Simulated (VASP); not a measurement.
The system is Ru.

```xyz
2
Lattice="2.7236 0.0000 0.0000 -1.3618 2.3587 0.0000 0.0000 0.0000 4.2891" Properties=species:S:1:pos:R:3 pbc="T T T"
Ru    0.0000    1.5724    1.0723
Ru    1.3618    0.7862    3.2168
```

Base run:

| Quantity | Value |
| --- | --- |
| Program | VASP 6.6.1 |
| Functional | PBE |
| Potentials or basis | VASP PAW PBE potentials, release 64 (Ru_pv) |
| Cutoff | 520 eV |
| k mesh | 14 × 14 × 8 |
| Occupations | fermi-dirac, width 0.1 eV |
| Spin | no spin polarisation |

Its results: band gap on the k mesh zero (band 14 reaches 14.13 eV, above the bottom of band 15 at 11.07 eV); pressure 0.0 GPa.

**Question.** The run is repeated on the same cell with these changes: k mesh from 14 × 14 × 8 to 3 × 3 × 2. What comes out?

**Answer.** Band gap on the k mesh zero (band 14 reaches 13.57 eV, above the bottom of band 15 at 11.17 eV); pressure 8.3 GPa.

Caveats: some runs use coarse meshes.
